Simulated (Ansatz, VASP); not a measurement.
# Sn3GeCl in VASP and in Ansatz

```
Sn Ge Cl
1.0
     4.74808    0.00000    0.00000
     0.00000    4.74808    0.00000
     0.00000    0.00000    4.74808
Sn Ge Cl
3 1 1
Direct
  0.50000 0.00000 0.00000
  0.00000 0.50000 0.00000
  0.00000 0.00000 0.50000
  0.00000 0.00000 0.00000
  0.50000 0.50000 0.50000
```

Change from the starting cell: species swapped into the KMgF3 type (Pm-3m, No. 221).

Alike in both runs: task relaxation of cell and atoms; functional PBE; k mesh 4 × 4 × 4; occupations gaussian, width 0.1 eV; no spin polarisation.

```csv
,VASP,Ansatz
version,VASP 6.6.1,Ansatz 0.2.0
potentials or method,"VASP PAW PBE potentials, release 64 (Sn_d, Ge_d, Cl), cutoff 600 eV","scalar-relativistic, plane waves, PAW"
valence electrons in the cell,63,63
```

VASP gave:

```
gap on the k mesh at the Fermi level, each at its own relaxed structure (eV) : none
relaxed volume (Å³/atom)                                                     : 33.17
relaxed cell length with the largest relative difference (Å)                 : 5.494
```

Which values does Ansatz return?

gap on the k mesh at the Fermi level, each at its own relaxed structure (eV): none; relaxed volume (Å³/atom): 32.86; relaxed cell length with the largest relative difference (Å): 5.477.

A gap of «none» marks a metal or a gap that the smearing closes.

Noted on VASP's run: the volume moved by over 15 % at a fixed basis, so the end points are rough.
